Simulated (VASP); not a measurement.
# Se in VASP: single point with PBEsol

Aim: the single point of Se with PBEsol.

Program: VASP 6.6.1. These are calculated values, not measurements. Logs are shortened: lines on timing, memory, paths and dates and some standing lists are left out, and cuts for length are marked.

**1. The cell of the first run**

The cell holds a slab with vacuum, 3 atoms: a = 2.391 Å, b = 2.391 Å, c = 18.144 Å, α = 90.00°, β = 90.00°, γ = 107.22°.

**2. Single point, PBEsol**

File INCAR:

```
SYSTEM = Se
PREC = Accurate
ENCUT = 520
EDIFF = 1E-6
ISMEAR = -1
SIGMA = 0.1
LREAL = .False.
LASPH = .True.
NELM = 80
ALGO = Normal
ISIF = 2
LWAVE = .False.
LCHARG = .False.
LDIPOL = .True.
IDIPOL = 3
DIPOL = 0.5 0.5 0.500
GGA = PS
NBANDS = 16
```

File KPOINTS:

```
Automatic mesh
0
Gamma
  7 7 1
  0 0 0
```

File POSCAR:

```
Se
1.0
    2.3912694257      0.0000000000      0.0000000000
   -0.7080258458      2.2840465967      0.0000000000
    0.0000000000      0.0000000000     18.1443176898
Se
3
Direct
    0.0000000000      0.0000000000      0.3857957141
    0.5793681594      0.5793681604      0.5000000000
    0.1587363189      0.1587363207      0.6142042859
```

Potentials or basis: VASP PAW PBE potentials, release 64 (Se).

The run is started by

```sh
cat potpaw_PBE.64/Se/POTCAR > POTCAR
mpirun -np 1 vasp_std > vasp.out
```

OUTCAR:

```text
SYSTEM = Se
   PREC = Accurate
   ENCUT = 520
   EDIFF = 1E-6
   ISMEAR = -1
   LREAL = .False.
   LASPH = .True.
   NELM = 80
   ISIF = 2
   GGA = PS

 ion  position               nearest neighbor table
   1  0.000  0.000  0.386-   2 2.39   2 2.65
   2  0.579  0.579  0.500-   1 2.39   3 2.39   3 2.65   1 2.65
   3  0.159  0.159  0.614-   2 2.39   2 2.65

  LATTYP: Found a base centered orthorhombic cell.
 ALAT       =     2.8372835257
 B/A-ratio  =     1.3569317165
 C/A-ratio  =     6.3949610694

  Lattice vectors:

 A1 = (   2.3912694257,   0.0000000000,   0.0000000000)
 A2 = (  -0.7080258458,   2.2840465967,   0.0000000000)
 A3 = (   0.0000000000,   0.0000000000,  18.1443176898)

Analysis of symmetry for initial positions (statically):
=====================================================================
 Subroutine PRICEL returns:
 Original cell was already a primitive cell.

 Routine SETGRP: Setting up the symmetry group for a
 base centered orthorhombic supercell.

 Subroutine GETGRP returns: Found  4 space group operations
 (whereof  2 operations were pure point group operations)
 out of a pool of  8 trial point group operations.

The static configuration has the point symmetry C_1h.
 The point group associated with its full space group is C_2h.

Analysis of symmetry for dynamics (positions and initial velocities):
=====================================================================
 Subroutine PRICEL returns:
 Original cell was already a primitive cell.

 Routine SETGRP: Setting up the symmetry group for a
 base centered orthorhombic supercell.

 Subroutine GETGRP returns: Found  4 space group operations
 (whereof  2 operations were pure point group operations)
 out of a pool of  8 trial point group operations.

The dynamic configuration has the point symmetry C_1h.
 The point group associated with its full space group is C_2h.

 Subroutine INISYM returns: Found  4 space group operations
 (whereof  2 operations are pure point group operations),
 and found     1 'primitive' translations

----------------------------------------------------------------------------------------

                                     Primitive cell

  volume of cell :      99.1001

  direct lattice vectors                    reciprocal lattice vectors
     2.391269426  0.000000000  0.000000000     0.418187925  0.129633021  0.000000000
    -0.708025846  2.284046597  0.000000000     0.000000000  0.437819439  0.000000000
     0.000000000  0.000000000 18.144317690     0.000000000  0.000000000  0.055113673
[... 83 lines left out ...]
   ISIF   =      2    stress and relaxation
   ISYM   =      2    0-nonsym 1-usesym 2-fastsym
   POTIM  = 0.5000    time-step for ionic-motion
   TEBEG  =    0.0;   TEEND  =   0.0 temperature during run
   PSTRESS=    0.0 pullay stress
   NELECT =      18.0000    total number of electrons
   NUPDOWN=      -1.0000    fix difference up-down
   EMIN   =  10.00;   EMAX   =-10.00  energy-range for DOS
   EFERMI =   0.00;   METHOD = LEGACY
   ISMEAR =    -1;   SIGMA  =   0.10  broadening in eV -4-tet -1-fermi 0-gaus
   EFERMI_NEDOS =   21; number of points for ismear=-14 and -15
   IALGO  =     38    algorithm
   IMIX   =      4    mixing-type and parameters
     AMIX     =   0.40;   BMIX     =  1.00
     AMIX_MAG =   1.60;   BMIX_MAG =  1.00
  volume/ion in A,a.u.               =      33.03       222.92
  Fermi-wavevector in a.u.,A,eV,Ry     =   0.927131  1.752023 11.695178  0.859571
  Thomas-Fermi vector in A             =   2.053167
   LORBIT       =      0    0 simple, 1 ext, 2 COOP (PROOUT), +10 PAW based schemes
   GGA     = PS    functional components
   LHFCALC =     F    Hartree Fock is set to
   AEXX    =    0.0000 exact exchange contribution
   IVDW    =     0    specifies the selected vdW correction
   LEPSILON=     F    determine dielectric tensor
   LRPA    =     F    only Hartree local field effects (RPA)
 non-spin polarized calculation
  energy-cutoff  :      520.00
  volume of cell :       99.10
 maximum number of plane-waves:      2703
 NGX is ok and might be reduce to    18
   NGX =  9   NGY =  9   NGZ = 67

 number of electron      18.0000001 magnetization

 dipolmoment           0.000000      0.000000      0.000000 electrons x Angstroem

 Free energy of the ion-electron system (eV)
  ---------------------------------------------------
  ext. energy  EPLUGINS =         0.00000000
  ---------------------------------------------------
  free energy    TOTEN  =        -4.99079939 eV

  energy without entropy =       -4.93469049  energy(sigma->0) =       -4.96274494

 E-fermi :   2.3630     XC(G=0):  -5.6890

 val. band max:        2.3026400557   @ k =  -0.4286   0.2857   0.0000
 cond. band min:       2.4453101313   @ k =   0.0000   0.0000   0.0000
 fundamental gap:      0.1426700756
 Fermi energy:         2.3630195619

 k-point     1 :       0.0000    0.0000    0.0000
  band No.  band energies     occupation
      1     -20.2261      2.00000
      2     -17.9071      2.00000
      3     -14.9611      2.00000
      4      -8.0213      2.00000
      5      -2.9533      2.00000
      6       2.4453      0.61029
[... 281 lines left out ...]
      3      -7.9704      2.00000
      4      -7.0364      2.00000
      5      -5.0879      2.00000
      6      -2.9390      2.00000
[... 8 lines left out ...]
     15       8.1083      0.00000
     16       8.9232      0.00000

------------------------ aborting loop because EDIFF is reached ----------------------------------------

 vacuum level on the upper side and lower side of the slab       (xc-potential included)        -0.216        -0.216

  FORCE on cell =-STRESS in cart. coord.  units (eV):
  Direction    XX          YY          ZZ          XY          YZ          ZX
  --------------------------------------------------------------------------------------
  -------------------------------------------------------------------------------------
  Total       29.6589329     29.7544334     18.3880726      0.1540394     -0.0015387     -0.0011337
  in kB      479.5037322    481.0477138    297.2847825      2.4903954     -0.0248764     -0.0183287
  external PRESSURE =     419.2787428 kB  Pullay stress =       0.0000000 kB

 VOLUME and BASIS-vectors are now :
 -----------------------------------------------------------------------------
  energy-cutoff  :      520.00
  volume of cell :       99.10
      direct lattice vectors                 reciprocal lattice vectors
     2.391269426  0.000000000  0.000000000     0.418187925  0.129633021  0.000000000
    -0.708025846  2.284046597  0.000000000     0.000000000  0.437819439  0.000000000
     0.000000000  0.000000000 18.144317690     0.000000000  0.000000000  0.055113673

 POSITION                                       TOTAL-FORCE (eV/Angst)
 -----------------------------------------------------------------------------------
      0.00000      0.00000      7.00000         0.000241      0.000327     -4.437767
      0.97522      1.32330      9.07216        -0.000000      0.000000     -0.000000
      0.26719      0.36256     11.14432        -0.000241     -0.000327      4.437767
 -----------------------------------------------------------------------------------
    total drift:                               -0.000001     -0.000004      0.000001

  FREE ENERGIE OF THE ION-ELECTRON SYSTEM (eV)
  ---------------------------------------------------
  free  energy   TOTEN  =        -4.9907993878 eV

  energy  without entropy=       -4.9346904897  energy(sigma->0) =       -4.96274494

 vacuum level on the upper side and lower side of the slab         6.146         6.146
```

Run time: 83 s. Hardware: 1 thread of Intel Xeon 8259CL, shared host; peak memory 0.2 GiB.

Results:

| Item | Value |
| --- | --- |
| Free energy | -4.9908 eV |
| Largest force | 4.438 eV/Å |
| Band gap on the k mesh | zero (bands 9 and 10 overlap by 7.28 eV) |

Forces in eV/Å, atoms in the order of the input:
```
Se   0.000  0.000 -4.438
Se   0.000  0.000  0.000
Se   0.000  0.000  4.438
```

Levels at points of the mesh, in eV from the Fermi level:
```csv
k point,band 5,band 6,band 7,band 8,band 9,band 10,band 11,band 12,band 13,band 14
"(0.00, 0.00, 0.00)",-5.32,0.08,2.69,3.20,4.05,4.58,4.68,5.37,6.29,6.72
```

Caveat: the k points lie up to 0.39 Å⁻¹ apart, too coarse for converged energies and pressures of a metal; the PAW data sets were made with another functional, which shifts forces and pressure a little.
